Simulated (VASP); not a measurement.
# LiF (Fm-3m) in VASP: notebook

LiF is run at these levels: PBE; tasks: single point.

All numbers are computed with VASP 6.6.1; they aren't measurements. Logs are shortened: lines on timing, memory, paths and dates and some standing lists are left out, and cuts for length are marked.

## 1. The cell of the first run

It takes space group Fm-3m (No. 225, cubic). The conventional cell has a = 3.900 Å, b = 3.900 Å, c = 3.900 Å, α = 90.00°, β = 90.00°, γ = 90.00°. Li (site symmetry m-3m) has 6 F at 1.95 Å within 2.6 Å. F (site symmetry m-3m) has 6 Li at 1.95 Å within 2.6 Å.

## 2. Single point, PBE

INCAR reads:

```
PREC = Accurate
ENCUT = 750
EDIFF = 1E-6
ISMEAR = 0
SIGMA = 0.01
LREAL = False
LASPH = True
NELM = 120
ALGO = Normal
ISIF = 2
LWAVE = False
LCHARG = True
GGA = PE
LELF = True
LVHAR = True
NBANDS = 12
GGA_COMPAT = False
```

KPOINTS reads:

```
Automatic mesh
0
Gamma
  4 4 4
```

POSCAR reads:

```
LiF
1.0
    0.0000000000      1.9500405966      1.9500405966
    1.9500405966      0.0000000000      1.9500405966
    1.9500405966      1.9500405966      0.0000000000
Li F
1 1
Direct
    0.0000000000      0.0000000000      0.0000000000
    0.5000000000      0.5000000000      0.5000000000
```

Potentials or basis: VASP PAW PBE potentials, release 64 (Li_sv, F).

Command:

```sh
$ cat potpaw_PBE.64/Li_sv/POTCAR potpaw_PBE.64/F/POTCAR > POTCAR
$ mpirun -np 1 vasp_std > vasp.out
```

OUTCAR:

```text
PREC = Accurate
   ENCUT = 750
   EDIFF = 1E-6
   ISMEAR = 0
   LREAL = False
   LASPH = True
   NELM = 120
   ISIF = 2
   GGA = PE

 ion  position               nearest neighbor table
   1  0.000  0.000  0.000-   2 1.95   2 1.95   2 1.95   2 1.95   2 1.95   2 1.95
   2  0.500  0.500  0.500-   1 1.95   1 1.95   1 1.95   1 1.95   1 1.95   1 1.95

  LATTYP: Found a face centered cubic cell.
 ALAT       =     3.9000811932

  Lattice vectors:

 A1 = (   0.0000000000,   1.9500405966,   1.9500405966)
 A2 = (   1.9500405966,   0.0000000000,   1.9500405966)
 A3 = (   1.9500405966,   1.9500405966,   0.0000000000)

Analysis of symmetry for initial positions (statically):
[... 5 lines left out ...]
 face centered cubic supercell.

 Subroutine GETGRP returns: Found 48 space group operations
 (whereof 48 operations were pure point group operations)
 out of a pool of 48 trial point group operations.

The static configuration has the point symmetry O_h .

Analysis of symmetry for dynamics (positions and initial velocities):
[... 5 lines left out ...]
 face centered cubic supercell.

 Subroutine GETGRP returns: Found 48 space group operations
 (whereof 48 operations were pure point group operations)
 out of a pool of 48 trial point group operations.

The dynamic configuration has the point symmetry O_h .

 Subroutine INISYM returns: Found 48 space group operations
 (whereof 48 operations are pure point group operations),
 and found     1 'primitive' translations

----------------------------------------------------------------------------------------

                                     Primitive cell

  volume of cell :      14.8307

  direct lattice vectors                    reciprocal lattice vectors
     0.000000000  1.950040597  1.950040597    -0.256404918  0.256404918  0.256404918
     1.950040597  0.000000000  1.950040597     0.256404918 -0.256404918  0.256404918
     1.950040597  1.950040597  0.000000000     0.256404918  0.256404918 -0.256404918

  length of vectors
     2.757773859  2.757773859  2.757773859     0.444106346  0.444106346  0.444106346

  position of ions in fractional coordinates (direct lattice)
     0.000000000  0.000000000  0.000000000
     0.500000000  0.500000000  0.500000000

  ion indices of the primitive-cell ions
   primitive index   ion index
                 1           1
                 2           2

----------------------------------------------------------------------------------------

 KPOINTS: Automatic mesh

Automatic generation of k-mesh.
 Grid dimensions read from file:
 generate k-points for:    4    4    4

 Generating k-lattice:

  Cartesian coordinates                     Fractional coordinates (reciprocal lattice)
    -0.064101230  0.064101230  0.064101230     0.250000000  0.000000000  0.000000000
     0.064101230 -0.064101230  0.064101230     0.000000000  0.250000000  0.000000000
     0.064101230  0.064101230 -0.064101230     0.000000000  0.000000000  0.250000000

  Length of vectors
     0.111026586  0.111026586  0.111026586

  Shift w.r.t. Gamma in fractional coordinates (k-lattice)
     0.000000000  0.000000000  0.000000000

 Subroutine IBZKPT returns following result:
 ===========================================

 Found      8 irreducible k-points:

 Following reciprocal coordinates:
            Coordinates               Weight
  0.000000  0.000000  0.000000      1.000000
  0.250000  0.000000  0.000000      8.000000
  0.500000  0.000000  0.000000      4.000000
  0.250000  0.250000  0.000000      6.000000
  0.500000  0.250000  0.000000     24.000000
 -0.250000  0.250000  0.000000     12.000000
  0.500000  0.500000  0.000000      3.000000
 -0.250000  0.500000  0.250000      6.000000
   k-points           NKPTS =      8   k-points in BZ     NKDIM =      8   number of bands    NBANDS=     12
   number of dos      NEDOS =    301   number of ions     NIONS =      2
   total plane-waves  NPLWV =  21952
   dimension x,y,z NGX =    28 NGY =   28 NGZ =   28
   dimension x,y,z NGXF=    56 NGYF=   56 NGZF=   56
   ions per type =               1   1
   NGX,Y,Z   is equivalent  to a cutoff of  16.88, 16.88, 16.88 a.u.
   NGXF,Y,Z  is equivalent  to a cutoff of  33.76, 33.76, 33.76 a.u.
 SYSTEM =  unknown system
   PREC   = accura    normal or accurate (medium, high low for compatibility)
   ISTART =      0    job   : 0-new  1-cont  2-samecut
   ICHARG =      2    charge: 1-file 2-atom 10-const
   ISPIN  =      1    spin polarized calculation?
   LNONCOLLINEAR =      F non collinear calculations
   LSORBIT =      F    spin-orbit coupling
   LASPH  =      T    aspherical Exc in radial PAW
   ENCUT  =  750.0 eV  55.12 Ry    7.42 a.u.   6.16  6.16  6.16*2*pi/ulx,y,z
   NELM   =    120;   NELMIN=  2; NELMDL= -5     # of ELM steps
   EDIFF  = 0.1E-05   stopping-criterion for ELM
   LREAL  =      F    real-space projection
   EDIFFG = 0.1E-04   stopping-criterion for IOM
   NSW    =      0    number of steps for IOM
   IBRION =     -1    ionic relax: 0-MD 1-quasi-New 2-CG
   NFREE  =      0    steps in history (QN), initial steepest desc. (CG)
   ISIF   =      2    stress and relaxation
   ISYM   =      2    0-nonsym 1-usesym 2-fastsym
   POTIM  = 0.5000    time-step for ionic-motion
   TEBEG  =    0.0;   TEEND  =   0.0 temperature during run
   PSTRESS=    0.0 pullay stress
   NELECT =      10.0000    total number of electrons
   NUPDOWN=      -1.0000    fix difference up-down
   EMIN   =  10.00;   EMAX   =-10.00  energy-range for DOS
   EFERMI =   0.00;   METHOD = LEGACY
   ISMEAR =     0;   SIGMA  =   0.01  broadening in eV -4-tet -1-fermi 0-gaus
   EFERMI_NEDOS =   21; number of points for ismear=-14 and -15
   IALGO  =     38    algorithm
   IMIX   =      4    mixing-type and parameters
     AMIX     =   0.40;   BMIX     =  1.00
     AMIX_MAG =   1.60;   BMIX_MAG =  1.00
  volume/ion in A,a.u.               =       7.42        50.04
  Fermi-wavevector in a.u.,A,eV,Ry     =   1.435559  2.712814 28.039307  2.060831
  Thomas-Fermi vector in A             =   2.554845
   LORBIT       =      0    0 simple, 1 ext, 2 COOP (PROOUT), +10 PAW based schemes
   GGA     = PE    functional components
   LHFCALC =     F    Hartree Fock is set to
   AEXX    =    0.0000 exact exchange contribution
   IVDW    =     0    specifies the selected vdW correction
   LEPSILON=     F    determine dielectric tensor
   LRPA    =     F    only Hartree local field effects (RPA)
 non-spin polarized calculation
 Gauss-broadening in eV      SIGMA  =   0.01
  energy-cutoff  :      750.00
  volume of cell :       14.83
 maximum number of plane-waves:       701
 NGX is ok and might be reduce to    28
   NGX = 13   NGY = 13   NGZ = 13

 number of electron      10.0000000 magnetization

 number of electron       9.9999997 magnetization

 Free energy of the ion-electron system (eV)
  ---------------------------------------------------
  ext. energy  EPLUGINS =         0.00000000
  ---------------------------------------------------
  free energy    TOTEN  =        -9.58368527 eV

  energy without entropy =       -9.58368527  energy(sigma->0) =       -9.58368527

 E-fermi :  -0.2642     XC(G=0): -10.4645

 val. band max:       -0.4008860319   @ k =   0.0000   0.0000   0.0000
 cond. band min:       9.5885197109   @ k =   0.0000   0.0000   0.0000
 fundamental gap:      9.9894057427
 Fermi energy:        -0.2641824636

 k-point     1 :       0.0000    0.0000    0.0000
  band No.  band energies     occupation
      1     -41.1206      2.00000
      2     -20.6553      2.00000
      3      -0.4009      2.00000
      4      -0.4009      2.00000
      5      -0.4009      2.00000
      6       9.5885      0.00000
      7      24.8753      0.00000
      8      24.8753      0.00000
      9      24.8753      0.00000
     10      24.8951      0.00000
     11      24.8951      0.00000
     12      24.8951      0.00000

 k-point     2 :       0.2500    0.0000    0.0000
  band No.  band energies     occupation
      1     -41.0764      2.00000
      2     -20.4117      2.00000
      3      -1.9270      2.00000
      4      -0.5366      2.00000
      5      -0.5366      2.00000
      6      10.7552      0.00000
      7      18.4269      0.00000
      8      21.0762      0.00000
      9      21.0762      0.00000
     10      28.0500      0.00000
     11      28.3755      0.00000
     12      28.3755      0.00000

 k-point     3 :       0.5000    0.0000    0.0000
  band No.  band energies     occupation
      1     -41.0322      2.00000
      2     -20.1454      2.00000
      3      -3.2282      2.00000
      4      -0.6640      2.00000
      5      -0.6640      2.00000
      6      10.8979      0.00000
      7      17.5130      0.00000
      8      19.2799      0.00000
      9      19.2799      0.00000
     10      31.7326      0.00000
     11      32.3623      0.00000
     12      32.3623      0.00000

 k-point     4 :       0.2500    0.2500    0.0000
  band No.  band energies     occupation
      1     -41.0635      2.00000
      2     -20.2917      2.00000
      3      -1.9995      2.00000
      4      -0.9897      2.00000
      5      -0.9897      2.00000
      6      11.9441      0.00000
      7      18.9532      0.00000
      8      20.3235      0.00000
      9      21.2978      0.00000
     10      21.2978      0.00000
     11      34.3165      0.00000
     12      34.3168      0.00000

 k-point     5 :       0.5000    0.2500    0.0000
  band No.  band energies     occupation
      1     -41.0213      2.00000
      2     -19.9772      2.00000
      3      -3.0935      2.00000
      4      -1.7395      2.00000
      5      -1.1260      2.00000
      6      13.3151      0.00000
      7      16.2462      0.00000
      8      19.4385      0.00000
      9      20.1908      0.00000
     10      24.8550      0.00000
     11      34.5082      0.00000
     12      35.0807      0.00000

 k-point     6 :      -0.2500    0.2500    0.0000
  band No.  band energies     occupation
      1     -41.0341      2.00000
      2     -20.1096      2.00000
      3      -2.4862      2.00000
      4      -1.9408      2.00000
      5      -0.6841      2.00000
      6      12.4472      0.00000
      7      16.1418      0.00000
      8      19.9480      0.00000
      9      20.2617      0.00000
     10      29.7926      0.00000
     11      30.1947      0.00000
     12      30.2990      0.00000

 k-point     7 :       0.5000    0.5000    0.0000
  band No.  band energies     occupation
      1     -41.0102      2.00000
      2     -19.8009      2.00000
      3      -3.8471      2.00000
      4      -1.5509      2.00000
      5      -1.5509      2.00000
      6      15.3532      0.00000
      7      16.5269      0.00000
      8      18.2447      0.00000
      9      21.0154      0.00000
     10      21.0154      0.00000
     11      35.2266      0.00000
     12      39.7031      0.00000

 k-point     8 :      -0.2500    0.5000    0.2500
  band No.  band energies     occupation
      1     -41.0085      2.00000
      2     -19.8391      2.00000
      3      -2.7941      2.00000
      4      -2.7941      2.00000
      5      -1.2964      2.00000
      6      15.4530      0.00000
      7      15.4530      0.00000
      8      17.9872      0.00000
      9      20.1447      0.00000
     10      28.3759      0.00000
     11      28.3759      0.00000
     12      35.7619      0.00000

------------------------ aborting loop because EDIFF is reached ----------------------------------------

  FORCE on cell =-STRESS in cart. coord.  units (eV):
  Direction    XX          YY          ZZ          XY          YZ          ZX
  --------------------------------------------------------------------------------------
  -------------------------------------------------------------------------------------
  Total        0.9558866      0.9558866      0.9558866     -0.0000000     -0.0000000      0.0000000
  in kB      103.2656776    103.2656776    103.2656776     -0.0000000     -0.0000000      0.0000000
  external PRESSURE =     103.2656776 kB  Pullay stress =       0.0000000 kB

 VOLUME and BASIS-vectors are now :
 -----------------------------------------------------------------------------
  energy-cutoff  :      750.00
  volume of cell :       14.83
      direct lattice vectors                 reciprocal lattice vectors
     0.000000000  1.950040597  1.950040597    -0.256404918  0.256404918  0.256404918
     1.950040597  0.000000000  1.950040597     0.256404918 -0.256404918  0.256404918
     1.950040597  1.950040597  0.000000000     0.256404918  0.256404918 -0.256404918

 POSITION                                       TOTAL-FORCE (eV/Angst)
 -----------------------------------------------------------------------------------
      0.00000      0.00000      0.00000         0.000000      0.000000      0.000000
      1.95004      1.95004      1.95004        -0.000000     -0.000000     -0.000000
 -----------------------------------------------------------------------------------
    total drift:                                0.000000      0.000000      0.000000

  FREE ENERGIE OF THE ION-ELECTRON SYSTEM (eV)
  ---------------------------------------------------
  free  energy   TOTEN  =        -9.5836852699 eV

  energy  without entropy=       -9.5836852699  energy(sigma->0) =       -9.58368527
```

Run time: 5.3 s. Hardware: 1 thread of Intel Xeon 6975P-C, shared host; peak memory 0.15 GiB.

Results:

* Free energy: -9.5837 eV
* Pressure: 10.3 GPa
* Band gap on the k mesh: 9.99 eV, direct

Caveat: the k points lie up to 0.70 Å⁻¹ apart.

## 3. Single point, PBE

This run uses another cell than the first one, of 7.74 Å³/atom, 1.043 times its volume.

INCAR reads:

```
  ALGO = Normal
  EDIFF = 1E-6
  ENCUT = 750
  GGA = PE
  GGA_COMPAT = F
  ISIF = 2
  ISMEAR = 0
  LASPH = T
  LCHARG = F
  LREAL = F
  LWAVE = F
  NBANDS = 12
  NELM = 120
  PREC = Accurate
  SIGMA = 0.01
```

KPOINTS reads:

```
k-points
0
Gamma
  4 4 4
```

POSCAR reads:

```
LiF
1.0
    0.0000000000      1.9779020836      1.9779020836
    1.9779020836      0.0000000000      1.9779020836
    1.9779020836      1.9779020836      0.0000000000
Li F
1 1
Direct
    0.0000000000      0.0000000000      0.0000000000
    0.5000000000      0.5000000000      0.5000000000
```

Potentials or basis: VASP PAW PBE potentials, release 64 (Li_sv, F).

Command:

```sh
$ cat potpaw_PBE.64/Li_sv/POTCAR potpaw_PBE.64/F/POTCAR > POTCAR
$ mpirun -np 1 vasp_std > vasp.out
```

Wall time 4.8 s (1 thread of Intel Xeon 6975P-C, shared host); peak memory 0.14 GiB.

The run converged. Its results:

```
Free energy            : -9.6183 eV
Pressure               : 6.0 GPa
Band gap on the k mesh : 9.57 eV, direct
```

Levels at points of the mesh, in eV from the valence-band top:
```tsv
k point	band 3	band 4	band 5	band 6	band 7	band 8
(0.00, 0.00, 0.00)	0.00	0.00	0.00	9.57	24.70	24.70
(0.50, 0.00, 0.00)	-2.69	-0.25	-0.25	11.07	17.38	19.34
(0.50, 0.50, 0.00)	-3.25	-1.08	-1.08	15.33	16.73	18.10
```

Caveat: the k points lie up to 0.69 Å⁻¹ apart. As with any semilocal functional, this PBE gap is likely too small.

(Continued in part 2 of 2.)
